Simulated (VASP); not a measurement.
# SnTe (Fmm2) in VASP: single point with LDA

Aim: the single point of SnTe with LDA.

Program: VASP 6.6.1. These are calculated values, not measurements. Logs are shortened: lines on timing, memory, paths and dates and some standing lists are left out, and cuts for length are marked.

## Step 1: The cell of the first run

Symmetry: Fmm2, No. 42, orthorhombic system. The conventional cell has a = 6.164 Å, b = 6.382 Å, c = 6.164 Å, α = 90.00°, β = 90.00°, γ = 90.00°. Sn (site symmetry mm2) has 6 Te at 2.87 to 3.30 Å within 3.8 Å. Within 3.8 Å of Te (site symmetry mm2) lie 6 Sn at 2.87 to 3.30 Å.

## Step 2: Single point, LDA (mode 4 frozen in at -0.113 Å, strain +e along z and -e/2 along x and y +0.0233)

INCAR

```
SYSTEM = SnTe
  PREC = Accurate
  ENCUT = 520
  EDIFF = 1E-7
  ISMEAR = 0
  SIGMA = 0.03
  LREAL = .FALSE.
  LASPH = .TRUE.
  NELM = 60
  ALGO = Normal
  ISIF = 2
  LWAVE = .FALSE.
  LCHARG = .FALSE.
  GGA = CA
  NBANDS = 17
```

KPOINTS

```
Automatic mesh
0
G
  10 10 10
  0 0 0
```

POSCAR

```
SnTe
1.0
    0.0000000000      3.0822275710      3.1912212004
    3.0822275710      0.0000000000      3.1912212004
    3.0822275710      3.0822275710      0.0000000000
Sn Te
1 1
Direct
    0.0181654424     -0.0181654424     -0.0181654424
    0.4831001593      0.5168998407      0.5168998407
```

Potentials or basis: VASP PAW LDA potentials, release 64 (Sn_d, Te).

Launch:

```sh
> cat potpaw_LDA.64/Sn_d/POTCAR potpaw_LDA.64/Te/POTCAR > POTCAR
> mpirun -np 1 vasp_std > vasp.out
```

OUTCAR:

```text
SYSTEM = SnTe
   PREC = Accurate
   ENCUT = 520
   EDIFF = 1E-7
   ISMEAR = 0
   LREAL = .FALSE.
   LASPH = .TRUE.
   NELM = 60
   ISIF = 2
   GGA = CA

 ion  position               nearest neighbor table
   1  0.018  0.982  0.982-   2 2.87   2 3.09   2 3.09   2 3.20   2 3.20   2 3.30
   2  0.483  0.517  0.517-   1 2.87   1 3.09   1 3.09   1 3.20   1 3.20   1 3.30

  LATTYP: Found a body centered tetragonal cell.
 ALAT       =     4.3589280332
 C/A-ratio  =     1.4642229356

  Lattice vectors:

 A1 = (  -3.0822275710,   0.0000000000,   3.1912212004)
 A2 = (   3.0822275710,   0.0000000000,   3.1912212004)
 A3 = (   0.0000000000,   3.0822275710,  -3.1912212004)

Analysis of symmetry for initial positions (statically):
=====================================================================
 Subroutine PRICEL returns:
 Original cell was already a primitive cell.

 Routine SETGRP: Setting up the symmetry group for a
 body centered tetragonal supercell.

 Subroutine GETGRP returns: Found  4 space group operations
 (whereof  4 operations were pure point group operations)
 out of a pool of 16 trial point group operations.

The static configuration has the point symmetry C_2v.

Analysis of symmetry for dynamics (positions and initial velocities):
=====================================================================
 Subroutine PRICEL returns:
 Original cell was already a primitive cell.

 Routine SETGRP: Setting up the symmetry group for a
 body centered tetragonal supercell.

 Subroutine GETGRP returns: Found  4 space group operations
 (whereof  4 operations were pure point group operations)
 out of a pool of 16 trial point group operations.

The dynamic configuration has the point symmetry C_2v.

 Subroutine INISYM returns: Found  4 space group operations
 (whereof  4 operations are pure point group operations),
 and found     1 'primitive' translations

----------------------------------------------------------------------------------------

                                     Primitive cell

  volume of cell :      60.6340

  direct lattice vectors                    reciprocal lattice vectors
     0.000000000  3.082227571  3.191221200    -0.162220339  0.162220339  0.156679832
     3.082227571  0.000000000  3.191221200     0.162220339 -0.162220339  0.156679832
     3.082227571  3.082227571  0.000000000     0.162220339  0.162220339 -0.156679832

  length of vectors
     4.436667618  4.436667618  4.358928033     0.277811890  0.277811890  0.277811890

  position of ions in fractional coordinates (direct lattice)
     0.018165442  0.981834558  0.981834558
     0.483100159  0.516899841  0.516899841

  ion indices of the primitive-cell ions
   primitive index   ion index
                 1           1
                 2           2

----------------------------------------------------------------------------------------

 KPOINTS: Automatic mesh

Automatic generation of k-mesh.
 Grid dimensions read from file:
 generate k-points for:   10   10   10

 Generating k-lattice:

  Cartesian coordinates                     Fractional coordinates (reciprocal lattice)
    -0.016222034  0.016222034  0.015667983     0.100000000  0.000000000  0.000000000
     0.016222034 -0.016222034  0.015667983     0.000000000  0.100000000  0.000000000
     0.016222034  0.016222034 -0.015667983     0.000000000  0.000000000  0.100000000

  Length of vectors
     0.027781189  0.027781189  0.027781189

  Shift w.r.t. Gamma in fractional coordinates (k-lattice)
     0.000000000  0.000000000  0.000000000

 Subroutine IBZKPT returns following result:
 ===========================================

 Found    171 irreducible k-points:

 Following reciprocal coordinates:
            Coordinates               Weight
  0.000000  0.000000  0.000000      1.000000
  0.100000 -0.000000  0.000000      8.000000
  0.200000 -0.000000  0.000000      8.000000
  0.300000 -0.000000  0.000000      8.000000
  0.400000 -0.000000  0.000000      8.000000
  0.500000 -0.000000  0.000000      4.000000
[... 16 lines left out ...]
  0.300000  0.300000  0.000000      2.000000
  0.400000  0.300000  0.000000      8.000000
 [... further k-points ...]
   k-points           NKPTS =    171   k-points in BZ     NKDIM =    171   number of bands    NBANDS=     17
   number of dos      NEDOS =    301   number of ions     NIONS =      2
   total plane-waves  NPLWV =  41472
   dimension x,y,z NGX =    36 NGY =   36 NGZ =   32
   dimension x,y,z NGXF=    72 NGYF=   72 NGZF=   64
   ions per type =               1   1
   NGX,Y,Z   is equivalent  to a cutoff of  13.49, 13.49, 12.20 a.u.
   NGXF,Y,Z  is equivalent  to a cutoff of  26.98, 26.98, 24.41 a.u.
 SYSTEM =  SnTe
   PREC   = accura    normal or accurate (medium, high low for compatibility)
   ISTART =      0    job   : 0-new  1-cont  2-samecut
   ICHARG =      2    charge: 1-file 2-atom 10-const
   ISPIN  =      1    spin polarized calculation?
   LNONCOLLINEAR =      F non collinear calculations
   LSORBIT =      F    spin-orbit coupling
   LASPH  =      T    aspherical Exc in radial PAW
   ENCUT  =  520.0 eV  38.22 Ry    6.18 a.u.   8.25  8.25  8.10*2*pi/ulx,y,z
   NELM   =     60;   NELMIN=  2; NELMDL= -5     # of ELM steps
   EDIFF  = 0.1E-06   stopping-criterion for ELM
   LREAL  =      F    real-space projection
   EDIFFG = 0.1E-05   stopping-criterion for IOM
   NSW    =      0    number of steps for IOM
   IBRION =     -1    ionic relax: 0-MD 1-quasi-New 2-CG
   NFREE  =      0    steps in history (QN), initial steepest desc. (CG)
   ISIF   =      2    stress and relaxation
   ISYM   =      2    0-nonsym 1-usesym 2-fastsym
   POTIM  = 0.5000    time-step for ionic-motion
   TEBEG  =    0.0;   TEEND  =   0.0 temperature during run
   PSTRESS=    0.0 pullay stress
   NELECT =      20.0000    total number of electrons
   NUPDOWN=      -1.0000    fix difference up-down
   EMIN   =  10.00;   EMAX   =-10.00  energy-range for DOS
   EFERMI =   0.00;   METHOD = LEGACY
   ISMEAR =     0;   SIGMA  =   0.03  broadening in eV -4-tet -1-fermi 0-gaus
   EFERMI_NEDOS =   21; number of points for ismear=-14 and -15
   IALGO  =     38    algorithm
   IMIX   =      4    mixing-type and parameters
     AMIX     =   0.40;   BMIX     =  1.00
     AMIX_MAG =   1.60;   BMIX_MAG =  1.00
  volume/ion in A,a.u.               =      30.32       204.59
  Fermi-wavevector in a.u.,A,eV,Ry     =   1.131131  2.137527 17.408060  1.279456
  Thomas-Fermi vector in A             =   2.267829
   LORBIT       =      0    0 simple, 1 ext, 2 COOP (PROOUT), +10 PAW based schemes
   GGA     = CA    functional components
   LHFCALC =     F    Hartree Fock is set to
   AEXX    =    0.0000 exact exchange contribution
   IVDW    =     0    specifies the selected vdW correction
   LEPSILON=     F    determine dielectric tensor
   LRPA    =     F    only Hartree local field effects (RPA)
 non-spin polarized calculation
 Gauss-broadening in eV      SIGMA  =   0.03
  energy-cutoff  :      520.00
  volume of cell :       60.63
 maximum number of plane-waves:      1662
 NGX is ok and might be reduce to    36
   NGX = 17   NGY = 17   NGZ = 17

 number of electron      20.0000002 magnetization

 Free energy of the ion-electron system (eV)
  ---------------------------------------------------
  ext. energy  EPLUGINS =         0.00000000
  ---------------------------------------------------
  free energy    TOTEN  =        -8.78610588 eV

  energy without entropy =       -8.78610588  energy(sigma->0) =       -8.78610588

 E-fermi :   7.1143     XC(G=0):  -9.8663

 val. band max:        6.8950733457   @ k =  -0.2000   0.2000   0.0000
 cond. band min:       7.3580029173   @ k =  -0.4000   0.1000   0.2000
 fundamental gap:      0.4629295716
 Fermi energy:         7.1143189595

 k-point     1 :       0.0000    0.0000    0.0000
  band No.  band energies     occupation
      1     -14.6415      2.00000
      2     -14.6303      2.00000
      3     -14.6279      2.00000
      4     -14.6216      2.00000
      5     -14.6140      2.00000
      6      -5.9810      2.00000
[... 9 lines left out ...]
     16      12.1523      0.00000
     17      13.7086      0.00000

 k-point     2 :       0.1000   -0.0000    0.0000
  band No.  band energies     occupation
      1     -14.6418      2.00000
      2     -14.6310      2.00000
      3     -14.6275      2.00000
      4     -14.6212      2.00000
      5     -14.6134      2.00000
      6      -5.8930      2.00000
[... 9 lines left out ...]
     16      12.2204      0.00000
     17      14.3236      0.00000

 k-point     3 :       0.2000   -0.0000    0.0000
  band No.  band energies     occupation
      1     -14.6426      2.00000
      2     -14.6331      2.00000
      3     -14.6263      2.00000
      4     -14.6199      2.00000
      5     -14.6116      2.00000
      6      -5.6382      2.00000
[... 9 lines left out ...]
     16      12.7150      0.00000
     17      15.6996      0.00000

 k-point     4 :       0.3000   -0.0000    0.0000
  band No.  band energies     occupation
      1     -14.6440      2.00000
      2     -14.6358      2.00000
      3     -14.6250      2.00000
      4     -14.6181      2.00000
      5     -14.6091      2.00000
      6      -5.2536      2.00000
[... 9 lines left out ...]
     16      13.5957      0.00000
     17      17.3354      0.00000
[... 343 lines left out ...]
      1     -14.6434      2.00000
      2     -14.6370      2.00000
      3     -14.6257      2.00000
      4     -14.6185      2.00000
      5     -14.6069      2.00000
      6      -5.1023      2.00000
[... 9 lines left out ...]
     16      14.7722      0.00000
     17      15.6156      0.00000

 k-point    23 :       0.3000    0.3000    0.0000
  band No.  band energies     occupation
      1     -14.6539      2.00000
      2     -14.6271      2.00000
      3     -14.6203      2.00000
      4     -14.6167      2.00000
      5     -14.6138      2.00000
      6      -5.1099      2.00000
[... 9 lines left out ...]
     16      15.5996      0.00000
     17      15.7484      0.00000

 k-point    24 :       0.4000    0.3000    0.0000
  band No.  band energies     occupation
      1     -14.6560      2.00000
      2     -14.6276      2.00000
      3     -14.6190      2.00000
      4     -14.6164      2.00000
      5     -14.6123      2.00000
      6      -4.8302      2.00000
[... 9 lines left out ...]
     16      16.4098      0.00000
     17      16.7673      0.00000

 [... further k-points ...]

------------------------ aborting loop because EDIFF is reached ----------------------------------------

  FORCE on cell =-STRESS in cart. coord.  units (eV):
  Direction    XX          YY          ZZ          XY          YZ          ZX
  --------------------------------------------------------------------------------------
  -------------------------------------------------------------------------------------
  Total        1.4000779      0.7319983     -1.0341638      0.0000000      0.0000000      0.0000000
  in kB       36.9952944     19.3421322    -27.3264736      0.0000000      0.0000000      0.0000000
  external PRESSURE =       9.6703177 kB  Pullay stress =       0.0000000 kB

 VOLUME and BASIS-vectors are now :
 -----------------------------------------------------------------------------
  energy-cutoff  :      520.00
  volume of cell :       60.63
      direct lattice vectors                 reciprocal lattice vectors
     0.000000000  3.082227571  3.191221200    -0.162220339  0.162220339  0.156679832
     3.082227571  0.000000000  3.191221200     0.162220339 -0.162220339  0.156679832
     3.082227571  3.082227571  0.000000000     0.162220339  0.162220339 -0.156679832

 POSITION                                       TOTAL-FORCE (eV/Angst)
 -----------------------------------------------------------------------------------
      6.05248      3.08223      3.19122         0.351583      0.000000      0.000000
      3.18641      3.08223      3.19122        -0.351583      0.000000      0.000000
 -----------------------------------------------------------------------------------
    total drift:                               -0.000163      0.000009     -0.000025

  FREE ENERGIE OF THE ION-ELECTRON SYSTEM (eV)
  ---------------------------------------------------
  free  energy   TOTEN  =        -8.7861058774 eV

  energy  without entropy=       -8.7861058774  energy(sigma->0) =       -8.78610588
```

Wall time 60 s (1 thread of Intel Xeon 6975P-C (Granite Rapids), shared host); peak memory 0.3 GiB.

What came out:

```yaml
Free_energy: -8.7861 eV
Pressure: 1.0 GPa
Largest_force: 0.352 eV/Å
Band_gap_on_the_k_mesh: 0.46 eV, indirect (least direct gap 0.54 eV)
```

Forces in eV/Å, atoms in the order of the input:
```
Sn   0.352  0.000  0.000
Te  -0.352  0.000  0.000
```

Levels at points of the mesh, in eV from the valence-band top:
| k point | band 6 | band 7 | band 8 | band 9 | band 10 | band 11 | band 12 | band 13 | band 14 | band 15 |
| --- | --- | --- | --- | --- | --- | --- | --- | --- | --- | --- |
| (0.00, 0.00, 0.00) | -12.88 | -4.38 | -2.20 | -2.05 | -1.69 | 2.81 | 3.44 | 4.01 | 5.07 | 5.22 |
| (0.50, 0.00, 0.00) | -11.53 | -8.28 | -1.82 | -1.67 | -0.06 | 0.48 | 0.67 | 0.92 | 7.88 | 8.98 |
| (0.50, 0.50, 0.00) | -11.35 | -6.15 | -5.51 | -3.57 | -3.53 | 2.11 | 5.52 | 5.57 | 6.40 | 9.37 |
| (0.50, 0.00, 0.50) | -11.14 | -6.42 | -5.58 | -3.83 | -3.42 | 1.99 | 4.99 | 5.83 | 6.95 | 9.28 |
| (0.00, 0.50, 0.50) | -11.08 | -6.89 | -5.09 | -3.88 | -3.48 | 2.27 | 4.78 | 5.70 | 7.10 | 9.29 |

Caveat: the cell differs from its parent crystal (mode 4 frozen in at -0.113 Å, strain +e along z and -e/2 along x and y +0.0233); spin-orbit coupling is left out, which moves the levels of the heavy elements. A k mesh can miss the band edges.
